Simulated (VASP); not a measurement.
# Ni (Fm-3m) in VASP: a series of runs

Ni is run at these levels: PBEsol, PBE; tasks: single point, relaxation of cell and atoms.

Everything below comes from runs of VASP 6.6.1. Logs are shortened: lines on timing, memory, paths and dates and some standing lists are left out, and cuts for length are marked.

**1. The cell of the first run**

The structure is cubic, space group Fm-3m (No. 225). Conventional cell: a = 3.464 Å, b = 3.464 Å, c = 3.464 Å, α = 90.00°, β = 90.00°, γ = 90.00°. Ni (site symmetry m-3m) has 12 Ni at 2.45 Å within 3.2 Å.

**2. Single point, PBEsol, collinear spin, ferromagnetic start**

INCAR reads:

```
ALGO = Normal ; EDIFF = 1E-6
ENCUT = 520 ; GGA = PS
ISIF = 2 ; ISMEAR = -1
ISPIN = 2 ; LASPH = T
LCHARG = T ; LELF = T
LMAXMIX = 4 ; LORBIT = 11
LREAL = F ; LVHAR = T
LWAVE = F ; MAGMOM = 1.5
NBANDS = 15 ; NELM = 150
PREC = Accurate ; SIGMA = 0.05
```

KPOINTS reads:

```
k-points
0
Gamma
  15 15 15
```

POSCAR reads:

```
Ni
1.0
    0.0000000000      1.7319621400      1.7319621400
    1.7319621400      0.0000000000      1.7319621400
    1.7319621400      1.7319621400      0.0000000000
Ni
1
Direct
    0.0000000000      0.0000000000      0.0000000000
```

Potentials or basis: VASP PAW PBE potentials, release 64 (Ni).

On the command line:

```bash
> cat potpaw_PBE.64/Ni/POTCAR > POTCAR
> mpirun -np 1 vasp_std > vasp.out
```

OUTCAR:

```text
EDIFF = 1E-6
   ENCUT = 520
   GGA = PS
   ISIF = 2
   ISMEAR = -1
   ISPIN = 2
   LASPH = T
   LORBIT = 11
   LREAL = F
   NELM = 150
   PREC = Accurate

 ion  position               nearest neighbor table
   1  0.000  0.000  0.000-

  LATTYP: Found a face centered cubic cell.
 ALAT       =     3.4639242800

  Lattice vectors:

 A1 = (   0.0000000000,   1.7319621400,   1.7319621400)
 A2 = (   1.7319621400,   0.0000000000,   1.7319621400)
 A3 = (   1.7319621400,   1.7319621400,   0.0000000000)

Analysis of symmetry for initial positions (statically):
=====================================================================
 Subroutine PRICEL returns:
 Original cell was already a primitive cell.

 Routine SETGRP: Setting up the symmetry group for a
 face centered cubic supercell.

 Subroutine GETGRP returns: Found 48 space group operations
 (whereof 48 operations were pure point group operations)
 out of a pool of 48 trial point group operations.

The static configuration has the point symmetry O_h .

Analysis of symmetry for dynamics (positions and initial velocities):
=====================================================================
 Subroutine PRICEL returns:
 Original cell was already a primitive cell.

 Routine SETGRP: Setting up the symmetry group for a
 face centered cubic supercell.

 Subroutine GETGRP returns: Found 48 space group operations
 (whereof 48 operations were pure point group operations)
 out of a pool of 48 trial point group operations.

The dynamic configuration has the point symmetry O_h .

Analysis of structural, dynamic, and magnetic symmetry:
=====================================================================
 Subroutine PRICEL returns:
 Original cell was already a primitive cell.

 Routine SETGRP: Setting up the symmetry group for a
 face centered cubic supercell.

 Subroutine GETGRP returns: Found 48 space group operations
 (whereof 48 operations were pure point group operations)
 out of a pool of 48 trial point group operations.

The overall configuration has the point symmetry O_h .

 Subroutine INISYM returns: Found 48 space group operations
 (whereof 48 operations are pure point group operations),
 and found     1 'primitive' translations

----------------------------------------------------------------------------------------

                                     Primitive cell

  volume of cell :      10.3907

  direct lattice vectors                    reciprocal lattice vectors
     0.000000000  1.731962140  1.731962140    -0.288689913  0.288689913  0.288689913
     1.731962140  0.000000000  1.731962140     0.288689913 -0.288689913  0.288689913
     1.731962140  1.731962140  0.000000000     0.288689913  0.288689913 -0.288689913
[... 118 lines left out ...]

 number of electron      10.0000000 magnetization       1.5000000

 number of electron       9.9999994 magnetization       0.6370267

 Free energy of the ion-electron system (eV)
  ---------------------------------------------------
  ext. energy  EPLUGINS =         0.00000000
  ---------------------------------------------------
  free energy    TOTEN  =        -6.14295561 eV

  energy without entropy =       -6.12918814  energy(sigma->0) =       -6.13607187

 E-fermi :   9.8504     XC(G=0): -13.7108

 val. band max:        9.8446776298   @ k =  -0.3333   0.3333   0.0667
 cond. band min:       9.8525732256   @ k =  -0.4667   0.4667   0.0667
 fundamental gap:      0.0078955958
 Fermi energy:         9.8504030757

 spin component 1

 k-point     1 :       0.0000    0.0000    0.0000
  band No.  band energies     occupation
      1       0.4666      1.00000
      2       7.2979      1.00000
      3       7.2979      1.00000
      4       7.2979      1.00000
      5       8.5465      1.00000
      6       8.5465      1.00000
      7      33.9401      0.00000
      8      38.1402      0.00000
      9      38.1403      0.00000
     10      38.1403      0.00000
     11      41.2163      0.00000
     12      41.2163      0.00000
     13      41.2163      0.00000
     14      44.1341      0.00000
[... 403 lines left out ...]
      4       7.7067      1.00000
      5       8.1732      1.00000
      6       8.7337      1.00000
      7      30.0624      0.00000
      8      32.7563      0.00000
      9      33.0558      0.00000
     10      35.4279      0.00000
     11      40.3620      0.00000
     12      44.5667      0.00000
     13      46.2674      0.00000
     14      46.9344      0.00000
     15      52.0479      0.00000

 [... further k-points ...]

 spin component 2

 k-point     1 :       0.0000    0.0000    0.0000
  band No.  band energies     occupation
      1       0.4601      1.00000
      2       8.0310      1.00000
      3       8.0310      1.00000
      4       8.0310      1.00000
      5       9.1699      1.00000
      6       9.1699      1.00000
      7      33.8339      0.00000
      8      38.1415      0.00000
      9      38.1415      0.00000
     10      38.1415      0.00000
     11      41.3451      0.00000
     12      41.3451      0.00000
     13      41.3451      0.00000
     14      44.0464      0.00000
[... 403 lines left out ...]
      4       8.4479      1.00000
      5       8.7914      1.00000
      6       9.3697      0.99993
      7      30.1605      0.00000
      8      32.8593      0.00000
      9      33.0605      0.00000
     10      35.4372      0.00000
     11      40.5756      0.00000
     12      44.5826      0.00000
     13      46.2396      0.00000
     14      46.9241      0.00000
     15      52.0093      0.00000

 [... further k-points ...]
[... 5 lines left out ...]
  --------------------------------------------------------------------------------------
  -------------------------------------------------------------------------------------
  Total       -0.0001241     -0.0001241     -0.0001241     -0.0000000     -0.0000000      0.0000000
  in kB       -0.0191350     -0.0191350     -0.0191350     -0.0000000     -0.0000000      0.0000000
  external PRESSURE =      -0.0191350 kB  Pullay stress =       0.0000000 kB

 VOLUME and BASIS-vectors are now :
 -----------------------------------------------------------------------------
  energy-cutoff  :      520.00
  volume of cell :       10.39
      direct lattice vectors                 reciprocal lattice vectors
     0.000000000  1.731962140  1.731962140    -0.288689913  0.288689913  0.288689913
     1.731962140  0.000000000  1.731962140     0.288689913 -0.288689913  0.288689913
     1.731962140  1.731962140  0.000000000     0.288689913  0.288689913 -0.288689913

 POSITION                                       TOTAL-FORCE (eV/Angst)
 -----------------------------------------------------------------------------------
      0.00000      0.00000      0.00000         0.000000      0.000000      0.000000
 -----------------------------------------------------------------------------------
    total drift:                                0.000000     -0.000000      0.000000

  FREE ENERGIE OF THE ION-ELECTRON SYSTEM (eV)
  ---------------------------------------------------
  free  energy   TOTEN  =        -6.1429556084 eV

  energy  without entropy=       -6.1291881354  energy(sigma->0) =       -6.13607187

 total charge

# of ion       s       p       d       tot
------------------------------------------
    1        0.521   0.546   8.332   9.399

 magnetization (x)

# of ion       s       p       d       tot
------------------------------------------
    1       -0.006  -0.024   0.672   0.642
```

OSZICAR:

```text
N       E                     dE             d eps       ncg     rms          rms(c)
DAV:   1     0.331103466149E+02    0.33110E+02   -0.42410E+03  7651   0.862E+02
DAV:   2    -0.585360946379E+01   -0.38964E+02   -0.35948E+02  8180   0.165E+02
DAV:   3    -0.728330817876E+01   -0.14297E+01   -0.14194E+01  8929   0.310E+01
DAV:   4    -0.729147098905E+01   -0.81628E-02   -0.81616E-02  8754   0.224E+00
DAV:   5    -0.729155730846E+01   -0.86319E-04   -0.86318E-04  9040   0.209E-01    0.114E+01
DAV:   6    -0.649568073876E+01    0.79588E+00   -0.14237E+01 10392   0.434E+01    0.594E+00
DAV:   7    -0.616258630931E+01    0.33309E+00   -0.23959E+00  9352   0.156E+01    0.193E+00
DAV:   8    -0.614703624209E+01    0.15550E-01   -0.21968E-02  9097   0.943E-01    0.991E-01
DAV:   9    -0.614381188130E+01    0.32244E-02   -0.18269E-03 11904   0.238E-01    0.317E-01
DAV:  10    -0.614296546021E+01    0.84642E-03   -0.86174E-04 11905   0.153E-01    0.374E-02
DAV:  11    -0.614295413098E+01    0.11329E-04   -0.19225E-05 10034   0.320E-02    0.249E-02
DAV:  12    -0.614295587885E+01   -0.17479E-05   -0.41115E-06  7414   0.104E-02    0.686E-03
DAV:  13    -0.614295560840E+01    0.27045E-06   -0.23565E-07  5524   0.504E-03
   1 F= -.61429556E+01 E0= -.61360719E+01  d E =-.137675E-01  mag=     0.6370
```

It took 27 s on 1 thread of AMD EPYC 7R13 (Zen 3), shared host; peak memory 0.11 GiB.

Results:

| Item | Value |
| --- | --- |
| Free energy | -6.1430 eV |
| Pressure | 0.0 GPa |
| Net moment | 0.64 μB per cell |
| Site moments | Ni +0.64 μB |
| Valence electrons inside the program's atomic spheres | Ni 9.40 |

Caveat: the PAW data sets were made with another functional, which shifts forces and pressure a little.

**3. Single point, PBE, collinear spin, ferromagnetic start**

This run uses another cell than the first one, of 10.90 Å³/atom.

INCAR reads:

```
SYSTEM = Ni
  PREC = Accurate
  ENCUT = 520
  EDIFF = 1E-7
  ISMEAR = -1
  SIGMA = 0.05
  LREAL = .False.
  LASPH = .True.
  NELM = 150
  ALGO = Normal
  ISIF = 2
  LWAVE = .False.
  LCHARG = .False.
  ISPIN = 2
  MAGMOM = 1.5
  LORBIT = 11
  LMAXMIX = 4
  GGA = PE
  NBANDS = 15
```

KPOINTS reads:

```
Automatic mesh
0
Gamma
  15 15 15
  0 0 0
```

POSCAR reads:

```
Ni
1.0
    0.0000000000      1.7596894972      1.7596894972
    1.7596894972      0.0000000000      1.7596894972
    1.7596894972      1.7596894972      0.0000000000
Ni
1
Direct
    0.0000000000      0.0000000000      0.0000000000
```

Potentials or basis: VASP PAW PBE potentials, release 64 (Ni).

On the command line:

```bash
> cat potpaw_PBE.64/Ni/POTCAR > POTCAR
> mpirun -np 1 vasp_std > vasp.out
```

Wall time 37 s (1 thread of AMD EPYC 7R13 (Zen 3), shared host); peak memory 0.12 GiB.

Results (log left out):

```yaml
Free_energy: -5.4787 eV
Pressure: -0.1 GPa
Net_moment: 0.64 μB per cell
Site_moments: Ni +0.66 μB
Valence_electrons_inside_the_program's_atomic_spheres: Ni 9.31
```

Levels at points of the mesh, in eV from the Fermi level:
Spin up:
```csv
k point,band 1,band 2,band 3,band 4,band 5,band 6,band 7,band 8,band 9,band 10
"(0.00, 0.00, 0.00)",-9.00,-2.44,-2.44,-2.44,-1.27,-1.27,23.71,27.56,27.56,27.56
```
Spin down:
```
           k point  band 1  band 2  band 3  band 4  band 5  band 6  band 7  band 8  band 9  band 10
(0.00, 0.00, 0.00)   -9.03   -1.67   -1.67   -1.67   -0.66   -0.66   23.55   27.54   27.54    27.54
```

**4. Relaxation of cell and atoms, PBEsol, collinear spin, ferromagnetic start**

This run uses another cell than the first one, of 10.94 Å³/atom.

INCAR reads:

```
ALGO = Normal
EDIFF = 1E-6
EDIFFG = -0.05
ENCUT = 600
GGA = PS
IBRION = 2
ISIF = 3
ISMEAR = -1
ISPIN = 2
LASPH = True
LCHARG = False
LMAXMIX = 4
LORBIT = 11
LREAL = False
LWAVE = False
MAGMOM = 1.5
NELM = 150
NSW = 80
PREC = Accurate
SIGMA = 0.05
```

KPOINTS reads:

```
k-points
0
Gamma
  15 15 15
```

POSCAR reads:

```
Ni
1.0
    0.0000000000      1.7619350000      1.7619350000
    1.7619350000      0.0000000000      1.7619350000
    1.7619350000      1.7619350000      0.0000000000
Ni
1
Direct
    0.0000000000      0.0000000000      0.0000000000
```

On the command line:

```bash
> cat potpaw_PBE.64/Ni/POTCAR > POTCAR
> mpirun -np 1 vasp_std > vasp.out
```

Run time: 53 s. Hardware: 1 thread of AMD EPYC 7R13 (Zen 3), shared host; peak memory 0.12 GiB.

Results (log left out):

* Free energy: -6.1431 eV
* Relaxed volume: 10.39 Å³/atom
* Relaxed cell: a = 2.449 Å, b = 2.449 Å, c = 2.449 Å, α = 60.00°, β = 60.00°, γ = 60.00°
* Space group after relaxing (to 0.1 Å): Fm-3m (No. 225)
* Energy gained by relaxing: 19.1 meV/atom
* Ionic steps: 3
* Pressure after relaxing: -0.1 GPa
* Net moment: 0.64 μB per cell
* Site moments: Ni +0.64 μB
* Valence electrons inside the program's atomic spheres: Ni 9.40

Step by step:
```tsv
step	energy change (eV)	largest force (eV/Å)	pressure (GPa)	volume (Å³)
1	0.0000	0.0000	-10.40	10.94
2	0.0022	0.0000	13.59	9.85
3	-0.0191	0.0000	-0.05	10.39
```

Final structure:
```yaml
crystal:
  lattice:
    - [0.00000, 1.73178, 1.73178]
    - [1.73178, 0.00000, 1.73178]
    - [1.73178, 1.73178, 0.00000]
  atoms:
    - { symbol: Ni, position: [0.00000, 0.00000, 0.00000] }
```

Levels at points of the mesh, in eV from the Fermi level:
Spin up:
| k point | band 2 | band 3 | band 4 | band 5 | band 6 | band 7 | band 8 | band 9 |
| --- | --- | --- | --- | --- | --- | --- | --- | --- |
| (0.00, 0.00, 0.00) | -2.55 | -2.55 | -2.55 | -1.30 | -1.30 | 24.09 | 28.30 | 28.30 |
Spin down:
```csv
k point,band 3,band 4,band 5,band 6,band 7,band 8
"(0.00, 0.00, 0.00)",-1.82,-1.82,-0.68,-0.68,23.99,28.30
```

Caveat: the PAW data sets were made with another functional, which shifts forces and pressure a little.

**5. Relaxation of cell and atoms, PBE, collinear spin, ferromagnetic start**

This run uses another cell than the first one, of 10.94 Å³/atom.

INCAR reads:

```
PREC = Accurate ; ENCUT = 600
EDIFF = 1E-6 ; ISMEAR = -1
SIGMA = 0.05 ; LREAL = False
LASPH = True ; NELM = 150
ALGO = Normal ; ISIF = 3
LWAVE = False ; LCHARG = False
ISPIN = 2 ; MAGMOM = 1.5
LORBIT = 11 ; LMAXMIX = 4
GGA = PE ; IBRION = 2
NSW = 80 ; EDIFFG = -0.05
```

KPOINTS reads:

```
Automatic mesh
0
Gamma
  15 15 15
```

POSCAR is that of step 4.

On the command line:

```bash
> cat potpaw_PBE.64/Ni/POTCAR > POTCAR
> mpirun -np 1 vasp_std > vasp.out
```

It took 42 s on 1 thread of AMD EPYC 7R13 (Zen 3), shared host; peak memory 0.12 GiB.

Results (log left out):

* Free energy: -5.4784 eV
* Relaxed volume: 10.89 Å³/atom
* Relaxed cell: a = 2.488 Å, b = 2.488 Å, c = 2.488 Å, α = 60.00°, β = 60.00°, γ = 60.00°
* Space group after relaxing (to 0.1 Å): Fm-3m (No. 225)
* Energy gained by relaxing: 0.1 meV/atom
* Ionic steps: 3
* Pressure after relaxing: 0.0 GPa
* Net moment: 0.64 μB per cell
* Site moments: Ni +0.66 μB
* Valence electrons inside the program's atomic spheres: Ni 9.31

The path:
```
step  energy change (eV)  largest force (eV/Å)  pressure (GPa)  volume (Å³)
   1              0.0000                0.0000           -0.81        10.94
   2             -0.0001                0.0000            0.80        10.85
   3             -0.0001                0.0000            0.03        10.89
```

Final structure:
```xyz
1
Lattice="0.0000 1.7591 1.7591 1.7591 0.0000 1.7591 1.7591 1.7591 0.0000" Properties=species:S:1:pos:R:3 pbc="T T T"
Ni    0.0000    0.0000    0.0000
```

Levels at points of the mesh, in eV from the Fermi level:
Spin up:
| k point | band 3 | band 4 | band 5 | band 6 | band 7 | band 8 |
| --- | --- | --- | --- | --- | --- | --- |
| (0.00, 0.00, 0.00) | -2.44 | -2.44 | -1.27 | -1.27 | 23.72 | 27.57 |
Spin down:
```
           k point  band 1  band 2  band 3  band 4  band 5  band 6  band 7  band 8  band 9  band 10
(0.00, 0.00, 0.00)   -9.04   -1.67   -1.67   -1.67   -0.66   -0.66   23.56   27.56   27.56    27.56
```

**6. Summary**

```tsv
task	level	cell	cutoff (eV)	gap on the mesh (eV)	pressure (GPa)	moment (μB)	relaxed volume (Å³/atom)
single point	PBEsol	a = 2.449 Å, angles 60.0°, 1 atom	520	none	0.0	0.64	-
single point	PBE	a = 2.489 Å, angles 60.0°, 1 atom	520	none	-0.1	0.64	-
relaxation of cell and atoms	PBEsol	relaxed from a = 2.492 Å, angles 60.0°, 1 atom	600	none	-0.1	0.64	10.39
relaxation of cell and atoms	PBE	relaxed from a = 2.492 Å, angles 60.0°, 1 atom	600	none	0.0	0.64	10.89
```

Alike in all rows: potentials or basis VASP PAW PBE potentials, release 64 (Ni); spin collinear, ferromagnetic start; k mesh 15 × 15 × 15; smearing fermi-dirac 0.05 eV.

Caveats: the PAW data sets were made with another functional, which shifts forces and pressure a little (at least some runs).

Total energies depend on the potentials used, so only differences within one code and one set of settings carry meaning.
